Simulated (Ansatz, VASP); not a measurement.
## AgCl in VASP and in Ansatz

```
CELL_PARAMETERS angstrom
0.00000 2.73500 2.73500
2.73500 0.00000 2.73500
2.73500 2.73500 0.00000
ATOMIC_POSITIONS crystal
Ag 0.00000 0.00000 0.00000
Cl 0.50000 0.50000 0.50000
```

Alike in both runs: functional BLYP; k mesh 5 × 5 × 5; occupations fermi-dirac, width 0.05 eV; no spin polarisation.

```csv
,VASP,Ansatz
version,VASP 6.6.1,Ansatz 0.2.0
potentials or method,"VASP PAW PBE potentials, release 64 (Ag, Cl)",Ansatz PAW
plane-wave cutoff (eV),520,420
valence electrons in the cell,18,26
task,single point,projected density of states
```

Ansatz gave:

```
gap on the k mesh at the Fermi level (eV) : 1.13
least direct gap on the mesh (eV)         : 3.42
pressure (GPa)                            : 8.1
```

Q: What did VASP give for the same quantities?

A: gap on the k mesh at the Fermi level (eV): 1.15; least direct gap on the mesh (eV): 3.45; pressure (GPa): 8.0.

VASP's potentials were made for PBE, not for BLYP. The functional is the same, so the differences come from potentials, cutoffs and numerics. VASP's potentials hold 18 valence electrons a cell and Ansatz's 26, so a difference there can come from the potentials and not from the codes.

Noted on Ansatz's run: odd divisions of the mesh miss points on the zone boundary, where band edges often lie, so the gap on the mesh can be too wide.
